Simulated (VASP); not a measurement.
# TiAl5 (P-6m2) in VASP: notebook

Runs on TiAl5. Level: PBE. Tasks: single point, relaxation of cell and atoms.

All numbers are computed with VASP 6.6.1; they aren't measurements. Logs are shortened: lines on timing, memory, paths and dates and some standing lists are left out, and cuts for length are marked.

**1. The cell of the first run**

The structure is hexagonal, space group P-6m2 (No. 187). Conventional cell: a = 2.871 Å, b = 2.871 Å, c = 14.027 Å, α = 90.00°, β = 90.00°, γ = 120.00°. Ti (site symmetry -6m2) has 6 Al at 2.82 Å and 6 Ti at 2.87 Å within 3.7 Å. Al (site symmetry 3m) has 3 Ti at 2.82 Å and 9 Al at 2.85 to 2.87 Å within 3.7 Å. Al (site symmetry 3m) has 12 Al at 2.85 to 2.93 Å within 3.8 Å. Al (site symmetry -6m2) has 12 Al at 2.87 to 2.93 Å within 3.8 Å.

The cell was built from a structure type or drawn by symmetry, and may not be a known phase.

**2. Single point, PBE, collinear spin**

INCAR

```
SYSTEM = TiAl5
PREC     = Accurate       ! precision mode
ENCUT    = 520            ! plane-wave cutoff, eV
EDIFF    = 1E-7           ! SCF threshold, eV
ISMEAR   = 0              ! smearing method
SIGMA    = 0.1            ! smearing width, eV
LREAL    = .FALSE.        ! projectors in reciprocal space
LASPH    = .TRUE.         ! aspherical terms in the spheres
NELM     = 150            ! most SCF steps
ALGO     = Fast           ! electronic algorithm
ISIF     = 2              ! what is computed and relaxed
LWAVE    = .FALSE.        ! write WAVECAR
LCHARG   = .FALSE.        ! write CHGCAR
ISPIN    = 2              ! spin polarisation
MAGMOM   = 1 0 0 0 0 0    ! initial moments
LORBIT   = 11             ! projections on sites
LMAXMIX  = 4              ! l up to which the mixer works
GGA      = PE             ! functional
NBANDS   = 26             ! bands
```

KPOINTS

```
Automatic mesh
0
G
  6 6 2
  0 0 0
```

POSCAR

```
TiAl5
1.0
    2.8712868629      0.0000000000      0.0000000000
   -1.4356434315      2.4866073648      0.0000000000
    0.0000000000      0.0000000000     14.0273057175
Ti Al
1 5
Direct
    0.0000000000      0.0000000000      0.0000000000
    0.6666666667      0.3333333333      0.1630201337
    0.0000000000      0.0000000000      0.3281462119
    0.6666666667      0.3333333333      0.5000000000
    0.0000000000      0.0000000000      0.6718537881
    0.6666666667      0.3333333333      0.8369798663
```

Potentials or basis: VASP PAW PBE potentials, release 64 (Ti_sv, Al).

Command:

```
> cat potpaw_PBE.64/Ti_sv/POTCAR potpaw_PBE.64/Al/POTCAR > POTCAR
> mpirun -np 1 vasp_std > vasp.out
```

OUTCAR:

```text
SYSTEM = TiAl5
   PREC = Accurate
   ENCUT = 520
   EDIFF = 1E-7
   ISMEAR = 0
   LREAL = .FALSE.
   LASPH = .TRUE.
   NELM = 150
   ISIF = 2
   ISPIN = 2
   LORBIT = 11
   GGA = PE

 ion  position               nearest neighbor table
   1  0.000  0.000  0.000-   2 2.82   6 2.82   2 2.82   6 2.82   2 2.82   6 2.82
   2  0.667  0.333  0.163-   1 2.82   1 2.82   1 2.82   3 2.85   3 2.85   3 2.85
   3  0.000  0.000  0.328-   2 2.85   2 2.85   2 2.85   4 2.93   4 2.93   4 2.93
   4  0.667  0.333  0.500-   3 2.93   5 2.93   3 2.93   5 2.93   3 2.93   5 2.93
   5  0.000  0.000  0.672-   6 2.85   6 2.85   6 2.85   4 2.93   4 2.93   4 2.93
   6  0.667  0.333  0.837-   1 2.82   1 2.82   1 2.82   5 2.85   5 2.85   5 2.85

  LATTYP: Found a hexagonal cell.
 ALAT       =     2.8712868629
 C/A-ratio  =     4.8853724435

  Lattice vectors:

 A1 = (   2.8712868629,   0.0000000000,   0.0000000000)
 A2 = (  -1.4356434315,   2.4866073648,   0.0000000000)
 A3 = (   0.0000000000,   0.0000000000,  14.0273057175)

Analysis of symmetry for initial positions (statically):
=====================================================================
 Subroutine PRICEL returns:
 Original cell was already a primitive cell.

 Routine SETGRP: Setting up the symmetry group for a
 hexagonal supercell.

 Subroutine GETGRP returns: Found 12 space group operations
 (whereof 12 operations were pure point group operations)
 out of a pool of 24 trial point group operations.

The static configuration has the point symmetry D_3h.

Analysis of symmetry for dynamics (positions and initial velocities):
=====================================================================
 Subroutine PRICEL returns:
 Original cell was already a primitive cell.

 Routine SETGRP: Setting up the symmetry group for a
 hexagonal supercell.

 Subroutine GETGRP returns: Found 12 space group operations
 (whereof 12 operations were pure point group operations)
 out of a pool of 24 trial point group operations.

The dynamic configuration has the point symmetry D_3h.

Analysis of structural, dynamic, and magnetic symmetry:
=====================================================================
 Subroutine PRICEL returns:
 Original cell was already a primitive cell.

 Routine SETGRP: Setting up the symmetry group for a
 hexagonal supercell.

 Subroutine GETGRP returns: Found 12 space group operations
 (whereof 12 operations were pure point group operations)
 out of a pool of 24 trial point group operations.

The overall configuration has the point symmetry D_3h.

 Subroutine INISYM returns: Found 12 space group operations
 (whereof 12 operations are pure point group operations),
 and found     1 'primitive' translations

----------------------------------------------------------------------------------------

                                     Primitive cell

  volume of cell :     100.1516

  direct lattice vectors                    reciprocal lattice vectors
     2.871286863  0.000000000  0.000000000     0.348275894  0.201077181  0.000000000
    -1.435643431  2.486607365  0.000000000     0.000000000  0.402154363  0.000000000
     0.000000000  0.000000000 14.027305718     0.000000000  0.000000000  0.071289528

  length of vectors
     2.871286863  2.871286863 14.027305718     0.402154363  0.402154363  0.071289528

  position of ions in fractional coordinates (direct lattice)
     0.000000000  0.000000000  0.000000000
     0.666666667  0.333333333  0.163020134
     0.000000000  0.000000000  0.328146212
     0.666666667  0.333333333  0.500000000
     0.000000000  0.000000000  0.671853788
     0.666666667  0.333333333  0.836979866

  ion indices of the primitive-cell ions
   primitive index   ion index
                 1           1
                 2           2
                 3           3
                 4           4
                 5           5
                 6           6

----------------------------------------------------------------------------------------
[... 36 lines left out ...]
  0.333333  0.000000  0.500000      6.000000
  0.500000 -0.000000  0.500000      3.000000
  0.166667  0.166667  0.500000      6.000000
  0.333333  0.166667  0.500000     12.000000
  0.333333  0.333333  0.500000      2.000000
   k-points           NKPTS =     14   k-points in BZ     NKDIM =     14   number of bands    NBANDS=     26
   number of dos      NEDOS =    301   number of ions     NIONS =      6
   total plane-waves  NPLWV =  62208
   dimension x,y,z NGX =    24 NGY =   24 NGZ =  108
   dimension x,y,z NGXF=    48 NGYF=   48 NGZF=  216
   ions per type =               1   5
   NGX,Y,Z   is equivalent  to a cutoff of  13.90, 13.90, 12.80 a.u.
   NGXF,Y,Z  is equivalent  to a cutoff of  27.79, 27.79, 25.60 a.u.
 SYSTEM =  TiAl5
   PREC   = accura    normal or accurate (medium, high low for compatibility)
   ISTART =      0    job   : 0-new  1-cont  2-samecut
   ICHARG =      2    charge: 1-file 2-atom 10-const
   ISPIN  =      2    spin polarized calculation?
   LNONCOLLINEAR =      F non collinear calculations
   LSORBIT =      F    spin-orbit coupling
   LASPH  =      T    aspherical Exc in radial PAW
   ENCUT  =  520.0 eV  38.22 Ry    6.18 a.u.   5.34  5.34 26.08*2*pi/ulx,y,z
   NELM   =    150;   NELMIN=  2; NELMDL= -5     # of ELM steps
   EDIFF  = 0.1E-06   stopping-criterion for ELM
   LREAL  =      F    real-space projection
   EDIFFG = 0.1E-05   stopping-criterion for IOM
   NSW    =      0    number of steps for IOM
   IBRION =     -1    ionic relax: 0-MD 1-quasi-New 2-CG
   NFREE  =      0    steps in history (QN), initial steepest desc. (CG)
   ISIF   =      2    stress and relaxation
   ISYM   =      2    0-nonsym 1-usesym 2-fastsym
   POTIM  = 0.5000    time-step for ionic-motion
   TEBEG  =    0.0;   TEEND  =   0.0 temperature during run
   PSTRESS=    0.0 pullay stress
   NELECT =      27.0000    total number of electrons
   NUPDOWN=      -1.0000    fix difference up-down
   EMIN   =  10.00;   EMAX   =-10.00  energy-range for DOS
   EFERMI =   0.00;   METHOD = LEGACY
   ISMEAR =     0;   SIGMA  =   0.10  broadening in eV -4-tet -1-fermi 0-gaus
   EFERMI_NEDOS =   21; number of points for ismear=-14 and -15
   IALGO  =     68    algorithm
   IMIX   =      4    mixing-type and parameters
     AMIX     =   0.40;   BMIX     =  1.00
     AMIX_MAG =   1.60;   BMIX_MAG =  1.00
  volume/ion in A,a.u.               =      16.69       112.64
  Fermi-wavevector in a.u.,A,eV,Ry     =   1.057572  1.998522 15.217561  1.118459
  Thomas-Fermi vector in A             =   2.192850
   LORBIT       =     11    0 simple, 1 ext, 2 COOP (PROOUT), +10 PAW based schemes
   GGA     = PE    functional components
   LHFCALC =     F    Hartree Fock is set to
   AEXX    =    0.0000 exact exchange contribution
   IVDW    =     0    specifies the selected vdW correction
   LEPSILON=     F    determine dielectric tensor
   LRPA    =     F    only Hartree local field effects (RPA)
 spin polarized calculation
 RMM-DIIS sequential band-by-band and
 Gauss-broadening in eV      SIGMA  =   0.10
  energy-cutoff  :      520.00
  volume of cell :      100.15
 maximum number of plane-waves:      2741
 NGX is ok and might be reduce to    24
   NGX = 11   NGY = 11   NGZ = 53

 number of electron      27.0000001 magnetization       0.0000624

 Free energy of the ion-electron system (eV)
  ---------------------------------------------------
  ext. energy  EPLUGINS =         0.00000000
  ---------------------------------------------------
  free energy    TOTEN  =       -27.08286455 eV

  energy without entropy =      -27.06112443  energy(sigma->0) =      -27.07199449

 E-fermi :   7.9736     XC(G=0): -10.4080

 val. band max:        7.9539606434   @ k =   0.5000  -0.0000   0.0000
 cond. band min:       8.0086137970   @ k =   0.3333   0.1667   0.5000
 fundamental gap:      0.0546531536
 Fermi energy:         7.9735964674

 spin component 1

 k-point     1 :       0.0000    0.0000    0.0000
  band No.  band energies     occupation
      1     -48.6645      1.00000
      2     -25.0785      1.00000
      3     -24.5361      1.00000
      4     -24.5361      1.00000
      5      -2.8062      1.00000
      6      -2.2352      1.00000
[... 381 lines left out ...]
     24      12.0488      0.00000
     25      12.0577      0.00000
 Fermi energy:         7.9735964674

 spin component 2

 k-point     1 :       0.0000    0.0000    0.0000
  band No.  band energies     occupation
      1     -48.6645      1.00000
      2     -25.0785      1.00000
      3     -24.5361      1.00000
      4     -24.5361      1.00000
      5      -2.8062      1.00000
      6      -2.2352      1.00000
[... 381 lines left out ...]
     24      12.0487      0.00000
     25      12.0577      0.00000
 [bands above 25 left out]

------------------------ aborting loop because EDIFF is reached ----------------------------------------

  FORCE on cell =-STRESS in cart. coord.  units (eV):
  Direction    XX          YY          ZZ          XY          YZ          ZX
  --------------------------------------------------------------------------------------
  -------------------------------------------------------------------------------------
  Total       -0.0517533     -0.0517533     -0.0671272      0.0000000      0.0000000     -0.0000000
  in kB       -0.8279235     -0.8279235     -1.0738688      0.0000000      0.0000000     -0.0000000
  external PRESSURE =      -0.9099053 kB  Pullay stress =       0.0000000 kB

 VOLUME and BASIS-vectors are now :
 -----------------------------------------------------------------------------
  energy-cutoff  :      520.00
  volume of cell :      100.15
      direct lattice vectors                 reciprocal lattice vectors
     2.871286863  0.000000000  0.000000000     0.348275894  0.201077181  0.000000000
    -1.435643431  2.486607365  0.000000000     0.000000000  0.402154363  0.000000000
     0.000000000  0.000000000 14.027305718     0.000000000  0.000000000  0.071289528

 POSITION                                       TOTAL-FORCE (eV/Angst)
 -----------------------------------------------------------------------------------
      0.00000      0.00000      0.00000         0.000000      0.000000      0.000000
      1.43564      0.82887      2.28673        -0.000000      0.000000     -0.000013
      0.00000      0.00000      4.60301         0.000000     -0.000000     -0.002747
      1.43564      0.82887      7.01365         0.000000     -0.000000      0.000000
      0.00000      0.00000      9.42430         0.000000     -0.000000      0.002747
      1.43564      0.82887     11.74057        -0.000000     -0.000000      0.000013
 -----------------------------------------------------------------------------------
    total drift:                               -0.000000      0.000000      0.000000

  FREE ENERGIE OF THE ION-ELECTRON SYSTEM (eV)
  ---------------------------------------------------
  free  energy   TOTEN  =       -27.0828645477 eV

  energy  without entropy=      -27.0611244251  energy(sigma->0) =      -27.07199449

 total charge

# of ion       s       p       d       tot
------------------------------------------
    1        2.219   6.127   1.931  10.277
    2        0.434   0.357   0.000   0.791
    3        0.433   0.330   0.000   0.762
    4        0.454   0.306   0.000   0.760
    5        0.433   0.330   0.000   0.762
    6        0.434   0.357   0.000   0.791
--------------------------------------------------
tot          4.406   7.807   1.931  14.144

 magnetization (x)

# of ion       s       p       d       tot
------------------------------------------
    1        0.000   0.000   0.000   0.000
    2       -0.000   0.000   0.000  -0.000
    3       -0.000   0.000   0.000   0.000
    4        0.000   0.000   0.000   0.000
    5       -0.000   0.000   0.000   0.000
    6       -0.000   0.000   0.000  -0.000
--------------------------------------------------
tot          0.000   0.000   0.000   0.000
```

Run time: 6.8 min. Hardware: 1 thread of Intel Xeon 8259CL, shared host; peak memory 0.31 GiB.

What came out:

| Item | Value |
| --- | --- |
| Free energy | -27.0829 eV |
| Pressure | -0.1 GPa |
| Net moment | 0.00 μB per cell |
| Valence electrons inside the program's atomic spheres | Ti 10.28; Al 0.79, 0.76 (each value once) |

Forces in eV/Å, atoms in the order of the input:
```
Ti   0.000  0.000  0.000
Al   0.000  0.000  0.000
Al   0.000  0.000 -0.003
Al   0.000  0.000  0.000
Al   0.000  0.000  0.003
Al   0.000  0.000  0.000
```

Caveat: the k points lie up to 0.42 Å⁻¹ apart.

**3. Single point, PBE**

This run uses another cell than the first one, of 16.63 Å³/atom.

INCAR

```
PREC = Accurate ; ENCUT = 520
EDIFF = 1E-6 ; ISMEAR = 0
SIGMA = 0.1 ; LREAL = False
LASPH = True ; NELM = 60
ALGO = Fast ; ISIF = 2
LWAVE = False ; LCHARG = False
GGA = PE ; NBANDS = 22
```

KPOINTS

```
regular mesh
0
Gamma
  18 18 4
```

POSCAR

```
TiAl5
1.0
    2.8725431210      0.0000000000      0.0000000000
   -1.4362715605      2.4876953162      0.0000000000
    0.0000000000      0.0000000000     13.9644966176
Ti Al
1 5
Direct
    0.0000000000      0.0000000000      0.0000000000
    0.6666666667      0.3333333333      0.1623571702
    0.0000000000      0.0000000000      0.3284849954
    0.6666666667      0.3333333333      0.5000000000
    0.0000000000      0.0000000000      0.6715150046
    0.6666666667      0.3333333333      0.8376428298
```

Potentials or basis: VASP PAW PBE potentials, release 64 (Ti_sv, Al).

Command:

```
> cat potpaw_PBE.64/Ti_sv/POTCAR potpaw_PBE.64/Al/POTCAR > POTCAR
> mpirun -np 1 vasp_std > vasp.out
```

Wall time 16 min (1 thread of Intel Xeon 8259CL, shared host); peak memory 0.4 GiB.

It converged, with:

```yaml
Free_energy: -26.9870 eV
Pressure: -0.1 GPa
Band_gap_on_the_k_mesh: zero (an odd number of electrons rules out a gap without spin polarisation)
```

Forces on the atoms (eV/Å):
```
Ti   0.000  0.000  0.000
Al   0.000  0.000  0.002
Al   0.000  0.000 -0.002
Al   0.000  0.000  0.000
Al   0.000  0.000  0.002
Al   0.000  0.000 -0.002
```

Levels at points of the mesh, in eV from the Fermi level:
```
           k point  band 9  band 10  band 11  band 12  band 13  band 14  band 15  band 16  band 17  band 18
(0.00, 0.00, 0.00)   -6.65    -3.74    -3.23    -0.70     1.12     1.12     1.58     2.51     2.51     3.68
(0.50, 0.00, 0.00)   -3.94    -3.20    -2.93    -1.95    -1.81    -0.88    -0.38     0.00     1.73     1.87
(0.00, 0.00, 0.50)   -5.83    -4.96    -1.94    -1.26     1.12     1.12     1.23     2.51     2.51     4.60
(0.50, 0.00, 0.50)   -3.66    -3.51    -2.70    -2.20    -1.64    -1.27     0.01     0.59     1.08     1.73
```

**4. Relaxation of cell and atoms, PBE**

INCAR

```
PREC     = Accurate       # precision mode
ENCUT    = 600            # plane-wave cutoff, eV
EDIFF    = 1E-7           # SCF threshold, eV
ISMEAR   = 0              # smearing method
SIGMA    = 0.1            # smearing width, eV
LREAL    = False          # projectors in reciprocal space
LASPH    = True           # aspherical terms in the spheres
NELM     = 60             # most SCF steps
ALGO     = Fast           # electronic algorithm
ISIF     = 3              # what is computed and relaxed
LWAVE    = False          # write WAVECAR
LCHARG   = False          # write CHGCAR
GGA      = PE             # functional
IBRION   = 2              # ionic algorithm
NSW      = 100            # ionic steps
EDIFFG   = -0.01          # ionic threshold
```

KPOINTS

```
Automatic mesh
0
Gamma
  18 18 4
```

POSCAR

```
TiAl5
1.0
    2.8712868629      0.0000000000      0.0000000000
   -1.4356434315      2.4866073648      0.0000000000
    0.0000000000      0.0000000000     14.0273057175
Ti Al
1 5
Direct
    0.0000000000      0.0000000000      0.0000000000
    0.6666666667      0.3333333333      0.1630201337
    0.0000000000      0.0000000000      0.3281462119
    0.6666666667      0.3333333333      0.5000000000
    0.0000000000      0.0000000000      0.6718537881
    0.6666666667      0.3333333333      0.8369798663
```

Command:

```
> cat potpaw_PBE.64/Ti_sv/POTCAR potpaw_PBE.64/Al/POTCAR > POTCAR
> mpirun -np 1 vasp_std > vasp.out
```

It took 56 min on 1 thread of Intel Xeon 8259CL, shared host; peak memory 0.44 GiB.

The run converged. Its results:

| Item | Value |
| --- | --- |
| Free energy | -26.9873 eV |
| Relaxed volume | 16.62 Å³/atom |
| Relaxed cell | a = 2.872 Å, b = 2.872 Å, c = 13.953 Å, α = 90.00°, β = 90.00°, γ = 120.00° |
| Space group after relaxing (to 0.1 Å) | P-6m2 (No. 187) |
| Energy gained by relaxing | 0.5 meV/atom |
| Ionic steps | 5 |
| Pressure after relaxing | 0.0 GPa |
| Largest force after relaxing | 0.004 eV/Å |

Forces in eV/Å, atoms in the order of the input:
```
Ti   0.000  0.000  0.000
Al   0.000  0.000 -0.004
Al   0.000  0.000  0.004
Al   0.000  0.000  0.000
Al   0.000  0.000 -0.004
Al   0.000  0.000  0.004
```

Step by step:
| step | energy change (eV) | largest force (eV/Å) | pressure (GPa) | volume (Å³) |
| --- | --- | --- | --- | --- |
| 1 | 0.0000 | 0.0887 | -0.44 | 100.15 |
| 2 | -0.0024 | 0.0369 | 0.16 | 99.48 |
| 3 | -0.0024 | 0.0369 | 0.18 | 99.48 |
| 4 | -0.0028 | 0.0149 | 0.06 | 99.63 |
| 5 | -0.0028 | 0.0044 | 0.01 | 99.70 |

Final structure:
```
CELL_PARAMETERS angstrom
2.87245 0.00000 0.00000
-1.43622 2.48761 0.00000
0.00000 0.00000 13.95313
ATOMIC_POSITIONS crystal
Ti 0.00000 0.00000 0.00000
Al 0.66667 0.33333 0.16244
Al 0.00000 0.00000 0.32846
Al 0.66667 0.33333 0.50000
Al 0.00000 0.00000 0.67154
Al 0.66667 0.33333 0.83756
```

Levels at points of the mesh, in eV from the Fermi level:
```csv
k point,band 11,band 12,band 13,band 14,band 15,band 16
"(0.00, 0.00, 0.00)",-3.23,-0.69,1.12,1.12,1.59,2.51
"(0.50, 0.00, 0.00)",-2.94,-1.95,-1.81,-0.87,-0.37,0.00
"(0.00, 0.00, 0.50)",-1.94,-1.25,1.12,1.12,1.24,2.51
"(0.50, 0.00, 0.50)",-2.70,-2.20,-1.64,-1.27,0.01,0.59
```

Caveat: the highest band is partly filled, so the run has too few bands.

**5. The runs side by side**

| task | spin | cell | k mesh | cutoff (eV) | gap on the mesh (eV) | pressure (GPa) |
| --- | --- | --- | --- | --- | --- | --- |
| single point | collinear | a = 2.871, b = 2.871, c = 14.027 Å, angles 90.0, 90.0, 120.0°, 6 atoms | 6 × 6 × 2 | 520 | none | -0.1 |
| single point | off | a = 2.873, b = 2.873, c = 13.964 Å, angles 90.0, 90.0, 120.0°, 6 atoms | 18 × 18 × 4 | 520 | none | -0.1 |
| relaxation of cell and atoms | off | relaxed from a = 2.871, b = 2.871, c = 14.027 Å, angles 90.0, 90.0, 120.0°, 6 atoms | 18 × 18 × 4 | 600 | - | 0.0 |

Alike in all rows: level PBE; potentials or basis VASP PAW PBE potentials, release 64 (Ti_sv, Al); smearing gaussian 0.1 eV.

Caveats: some runs use coarse meshes; the highest band is partly filled, so the run has too few bands (at least some runs).

Absolute energies hang on the potentials; compare differences alone.
